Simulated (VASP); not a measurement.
# W4C in VASP: single point with PBE

Aim: the single point of W4C with PBE.

Everything below comes from runs of VASP 6.6.1. Logs are shortened: lines on timing, memory, paths and dates and some standing lists are left out, and cuts for length are marked.

**1. The cell of the first run**

The cell holds a slab with vacuum, 5 atoms: a = 2.855 Å, b = 4.037 Å, c = 20.957 Å, α = 90.00°, β = 90.00°, γ = 90.00°.

**2. Single point, PBE, collinear spin**

The input, INCAR:

```
SYSTEM = W4C
PREC     = Accurate       ! precision mode
ENCUT    = 520            ! plane-wave cutoff, eV
EDIFF    = 1E-6           ! SCF threshold, eV
ISMEAR   = 0              ! smearing method
SIGMA    = 0.1            ! smearing width, eV
LREAL    = .FALSE.        ! projectors in reciprocal space
LASPH    = .TRUE.         ! aspherical terms in the spheres
NELM     = 150            ! most SCF steps
ALGO     = Normal         ! electronic algorithm
ISIF     = 2              ! what is computed and relaxed
LWAVE    = .FALSE.        ! write WAVECAR
LCHARG   = .FALSE.        ! write CHGCAR
ISPIN    = 2              ! spin polarisation
MAGMOM   = 0 0 0 0 2      ! initial moments
LORBIT   = 11             ! projections on sites
LMAXMIX  = 4              ! l up to which the mixer works
LDIPOL   = .TRUE.       
IDIPOL   = 3            
DIPOL    = 0.5 0.5 0.340
GGA      = PE             ! functional
NBANDS   = 42             ! bands
```

The input, KPOINTS:

```
Automatic mesh
0
G
  9 7 1
  0 0 0
```

The input, POSCAR:

```
W4C
1.0
    2.8547213223      0.0000000000      0.0000000000
    0.0000000000      4.0371856108      0.0000000000
    0.0000000000      0.0000000000     20.9570327682
W C
4 1
Direct
    0.5000000000      0.5000000000      0.1908667150
    0.0000000000      0.0000000000      0.2589756250
    0.5000000000      0.5000000000      0.3262417340
    0.0000000000      0.0000000000      0.3796831763
    0.1666666667      0.0000000000      0.5433513844
```

Potentials or basis: VASP PAW PBE potentials, release 64 (W_sv, C).

Run with:

```console
cat potpaw_PBE.64/W_sv/POTCAR potpaw_PBE.64/C/POTCAR > POTCAR
mpirun -np 1 vasp_std > vasp.out
```

OUTCAR:

```text
SYSTEM = W4C
   PREC = Accurate
   ENCUT = 520
   EDIFF = 1E-6
   ISMEAR = 0
   LREAL = .FALSE.
   LASPH = .TRUE.
   NELM = 150
   ISIF = 2
   ISPIN = 2
   LORBIT = 11
   GGA = PE

 ion  position               nearest neighbor table
   1  0.500  0.500  0.191-   3 2.84   2 2.85   2 2.85   2 2.85   2 2.85
   2  0.000  0.000  0.259-   4 2.53   3 2.85   3 2.85   3 2.85   3 2.85   1 2.85   1 2.85   1 2.85
                             1 2.85
   3  0.500  0.500  0.326-   4 2.71   4 2.71   4 2.71   4 2.71   1 2.84   2 2.85   2 2.85   2 2.85
                             2 2.85
   4  0.000  0.000  0.380-   2 2.53   3 2.71   3 2.71   3 2.71   3 2.71
   5  0.167  0.000  0.543-

  LATTYP: Found a simple orthorhombic cell.
 ALAT       =     2.8547213223
 B/A-ratio  =     1.4142135624
 C/A-ratio  =     7.3411833949

  Lattice vectors:

 A1 = (   2.8547213223,   0.0000000000,   0.0000000000)
 A2 = (   0.0000000000,   4.0371856108,   0.0000000000)
 A3 = (   0.0000000000,   0.0000000000,  20.9570327682)

Analysis of symmetry for initial positions (statically):
=====================================================================
 Subroutine PRICEL returns:
 Original cell was already a primitive cell.

 Routine SETGRP: Setting up the symmetry group for a
 simple orthorhombic supercell.

 Subroutine GETGRP returns: Found  2 space group operations
 (whereof  2 operations were pure point group operations)
 out of a pool of  8 trial point group operations.

The static configuration has the point symmetry C_1h.

Analysis of symmetry for dynamics (positions and initial velocities):
=====================================================================
 Subroutine PRICEL returns:
 Original cell was already a primitive cell.

 Routine SETGRP: Setting up the symmetry group for a
 simple orthorhombic supercell.

 Subroutine GETGRP returns: Found  2 space group operations
 (whereof  2 operations were pure point group operations)
 out of a pool of  8 trial point group operations.

The dynamic configuration has the point symmetry C_1h.

Analysis of structural, dynamic, and magnetic symmetry:
=====================================================================
 Subroutine PRICEL returns:
 Original cell was already a primitive cell.

 Routine SETGRP: Setting up the symmetry group for a
 simple orthorhombic supercell.

 Subroutine GETGRP returns: Found  2 space group operations
 (whereof  2 operations were pure point group operations)
 out of a pool of  8 trial point group operations.

The overall configuration has the point symmetry C_1h.

 Subroutine INISYM returns: Found  2 space group operations
 (whereof  2 operations are pure point group operations),
 and found     1 'primitive' translations

----------------------------------------------------------------------------------------

                                     Primitive cell

  volume of cell :     241.5306

  direct lattice vectors                    reciprocal lattice vectors
     2.854721322  0.000000000  0.000000000     0.350296890  0.000000000  0.000000000
     0.000000000  4.037185611  0.000000000     0.000000000  0.247697306  0.000000000
     0.000000000  0.000000000 20.957032768     0.000000000  0.000000000  0.047716679

  length of vectors
     2.854721322  4.037185611 20.957032768     0.350296890  0.247697306  0.047716679

  position of ions in fractional coordinates (direct lattice)
     0.500000000  0.500000000  0.190866715
     0.000000000  0.000000000  0.258975625
     0.500000000  0.500000000  0.326241734
     0.000000000  0.000000000  0.379683176
     0.166666667  0.000000000  0.543351384

  ion indices of the primitive-cell ions
   primitive index   ion index
                 1           1
                 2           2
                 3           3
                 4           4
                 5           5

----------------------------------------------------------------------------------------

 KPOINTS: Automatic mesh

Automatic generation of k-mesh.
 Grid dimensions read from file:
 generate k-points for:    9    7    1

 Generating k-lattice:

  Cartesian coordinates                     Fractional coordinates (reciprocal lattice)
     0.038921877  0.000000000  0.000000000     0.111111111  0.000000000  0.000000000
     0.000000000  0.035385329  0.000000000     0.000000000  0.142857143  0.000000000
     0.000000000  0.000000000  0.047716679     0.000000000  0.000000000  1.000000000

  Length of vectors
     0.038921877  0.035385329  0.047716679

  Shift w.r.t. Gamma in fractional coordinates (k-lattice)
     0.000000000  0.000000000  0.000000000

 Subroutine IBZKPT returns following result:
 ===========================================

 Found     20 irreducible k-points:

 Following reciprocal coordinates:
            Coordinates               Weight
  0.000000  0.000000  0.000000      1.000000
  0.111111  0.000000  0.000000      2.000000
  0.222222  0.000000  0.000000      2.000000
  0.333333  0.000000  0.000000      2.000000
  0.444444  0.000000  0.000000      2.000000
  0.000000  0.142857  0.000000      2.000000
[... 12 lines left out ...]
  0.333333  0.428571  0.000000      4.000000
  0.444444  0.428571  0.000000      4.000000
   k-points           NKPTS =     20   k-points in BZ     NKDIM =     20   number of bands    NBANDS=     42
   number of dos      NEDOS =    301   number of ions     NIONS =      5
   total plane-waves  NPLWV = 115200
   dimension x,y,z NGX =    24 NGY =   30 NGZ =  160
   dimension x,y,z NGXF=    48 NGYF=   60 NGZF=  320
   ions per type =               4   1
   NGX,Y,Z   is equivalent  to a cutoff of  13.98, 12.35, 12.69 a.u.
   NGXF,Y,Z  is equivalent  to a cutoff of  27.95, 24.71, 25.38 a.u.
 SYSTEM =  W4C
   PREC   = accura    normal or accurate (medium, high low for compatibility)
   ISTART =      0    job   : 0-new  1-cont  2-samecut
   ICHARG =      2    charge: 1-file 2-atom 10-const
   ISPIN  =      2    spin polarized calculation?
   LNONCOLLINEAR =      F non collinear calculations
   LSORBIT =      F    spin-orbit coupling
   LASPH  =      T    aspherical Exc in radial PAW
   ENCUT  =  520.0 eV  38.22 Ry    6.18 a.u.   5.31  7.51 38.97*2*pi/ulx,y,z
   NELM   =    150;   NELMIN=  2; NELMDL= -5     # of ELM steps
   EDIFF  = 0.1E-05   stopping-criterion for ELM
   LREAL  =      F    real-space projection
[... 7 lines left out ...]
   TEBEG  =    0.0;   TEEND  =   0.0 temperature during run
   PSTRESS=    0.0 pullay stress
   NELECT =      60.0000    total number of electrons
   NUPDOWN=      -1.0000    fix difference up-down
   EMIN   =  10.00;   EMAX   =-10.00  energy-range for DOS
   EFERMI =   0.00;   METHOD = LEGACY
   ISMEAR =     0;   SIGMA  =   0.10  broadening in eV -4-tet -1-fermi 0-gaus
   EFERMI_NEDOS =   21; number of points for ismear=-14 and -15
   IALGO  =     38    algorithm
   IMIX   =      4    mixing-type and parameters
     AMIX     =   0.40;   BMIX     =  1.00
     AMIX_MAG =   1.60;   BMIX_MAG =  1.00
  volume/ion in A,a.u.               =      48.31       325.99
  Fermi-wavevector in a.u.,A,eV,Ry     =   1.029124  1.944763 14.409887  1.059097
  Thomas-Fermi vector in A             =   2.163156
   LORBIT       =     11    0 simple, 1 ext, 2 COOP (PROOUT), +10 PAW based schemes
   GGA     = PE    functional components
   LHFCALC =     F    Hartree Fock is set to
   AEXX    =    0.0000 exact exchange contribution
   IVDW    =     0    specifies the selected vdW correction
   LEPSILON=     F    determine dielectric tensor
   LRPA    =     F    only Hartree local field effects (RPA)
 spin polarized calculation
 Gauss-broadening in eV      SIGMA  =   0.10
  energy-cutoff  :      520.00
  volume of cell :      241.53
 maximum number of plane-waves:      6527
 NGX is ok and might be reduce to    24
   NGX = 11   NGY = 15   NGZ = 77

 dipolmoment           0.000000      0.000000     -0.002936 electrons x Angstroem

 number of electron      59.9999995 magnetization       1.8179505

 dipolmoment           0.000000      0.000000      0.126331 electrons x Angstroem

 Free energy of the ion-electron system (eV)
  ---------------------------------------------------
  ext. energy  EPLUGINS =         0.00000000
  ---------------------------------------------------
  free energy    TOTEN  =       -48.03610291 eV

  energy without entropy =      -48.00341904  energy(sigma->0) =      -48.01976098

 E-fermi :  -0.3475     XC(G=0):  -5.4289

 val. band max:       -0.3489670856   @ k =   0.3333   0.1429   0.0000
 cond. band min:      -0.3458496764   @ k =   0.0000   0.2857   0.0000
 fundamental gap:      0.0031174092
 Fermi energy:        -0.3474597977

 spin component 1

 k-point     1 :       0.0000    0.0000    0.0000
  band No.  band energies     occupation
      1     -74.3094      1.00000
      2     -74.0860      1.00000
      3     -73.9775      1.00000
      4     -73.8909      1.00000
      5     -38.8227      1.00000
      6     -38.7837      1.00000
[... 889 lines left out ...]
     41       4.4206      0.00000
     42       4.8399      0.00000
 Fermi energy:        -0.3474597977

 spin component 2

 k-point     1 :       0.0000    0.0000    0.0000
  band No.  band energies     occupation
      1     -74.2106      1.00000
      2     -74.1095      1.00000
      3     -73.9833      1.00000
      4     -73.9104      1.00000
      5     -38.8275      1.00000
      6     -38.7998      1.00000
[... 889 lines left out ...]
     41       4.4325      0.00000
     42       4.8477      0.00000

------------------------ aborting loop because EDIFF is reached ----------------------------------------

 vacuum level on the upper side and lower side of the slab       (xc-potential included)         0.992        -1.027

  FORCE on cell =-STRESS in cart. coord.  units (eV):
  Direction    XX          YY          ZZ          XY          YZ          ZX
  --------------------------------------------------------------------------------------
  -------------------------------------------------------------------------------------
  Total       -5.8183322     -1.7652011     -4.5530763      0.0000000      0.0000000      0.0240608
  in kB      -38.5955174    -11.7093433    -30.2025271      0.0000000      0.0000000      0.1596057
  external PRESSURE =     -26.8357959 kB  Pullay stress =       0.0000000 kB

 VOLUME and BASIS-vectors are now :
 -----------------------------------------------------------------------------
  energy-cutoff  :      520.00
  volume of cell :      241.53
      direct lattice vectors                 reciprocal lattice vectors
     2.854721322  0.000000000  0.000000000     0.350296890  0.000000000  0.000000000
     0.000000000  4.037185611  0.000000000     0.000000000  0.247697306  0.000000000
     0.000000000  0.000000000 20.957032768     0.000000000  0.000000000  0.047716679

 POSITION                                       TOTAL-FORCE (eV/Angst)
 -----------------------------------------------------------------------------------
      1.42736      2.01859      4.00000        -0.011797      0.000000      2.249256
      0.00000      0.00000      5.42736         0.015442      0.000000     -2.649661
      1.42736      2.01859      6.83706        -0.005395      0.000000     -0.231053
      0.00000      0.00000      7.95703        -0.001319      0.000000      1.380963
      0.47579      0.00000     11.38703         0.003070      0.000000     -0.749504
 -----------------------------------------------------------------------------------
    total drift:                                0.000008     -0.000000     -0.000056

  FREE ENERGIE OF THE ION-ELECTRON SYSTEM (eV)
  ---------------------------------------------------
  free  energy   TOTEN  =       -48.0361029141 eV

  energy  without entropy=      -48.0034190388  energy(sigma->0) =      -48.01976098

 vacuum level on the upper side and lower side of the slab         5.613         3.589

 total charge

# of ion       s       p       d       tot
------------------------------------------
    1        2.414   6.133   3.305  11.852
    2        2.412   6.308   3.352  12.072
    3        2.416   6.313   3.382  12.110
    4        2.452   6.183   3.429  12.064
    5        1.043   0.926   0.000   1.969
--------------------------------------------------
tot         10.737  25.862  13.469  50.068

 magnetization (x)

# of ion       s       p       d       tot
------------------------------------------
    1        0.009   0.018   0.205   0.233
    2       -0.000   0.002   0.008   0.009
    3        0.000  -0.000  -0.036  -0.036
    4       -0.005   0.001  -0.086  -0.090
    5        0.033   0.735   0.000   0.768
--------------------------------------------------
tot          0.038   0.756   0.091   0.884
```

It took 22 min on 1 thread of Intel Xeon 8259CL, shared host; peak memory 0.6 GiB.

Results:

| Item | Value |
| --- | --- |
| Free energy | -48.0361 eV |
| Largest force | 2.650 eV/Å |
| Net moment | 1.82 μB per cell |
| Site moments | W +0.23, +0.01, -0.04, -0.09; C +0.77 μB |
| Valence electrons inside the program's atomic spheres | W 11.85, 12.07, 12.11, 12.06; C 1.97 |

Forces on the atoms (eV/Å):
```
W   -0.012  0.000  2.249
W    0.015  0.000 -2.650
W   -0.005  0.000 -0.231
W   -0.001  0.000  1.381
C    0.003  0.000 -0.750
```

Caveat: spin-orbit coupling is left out, which moves the levels of the heavy elements.
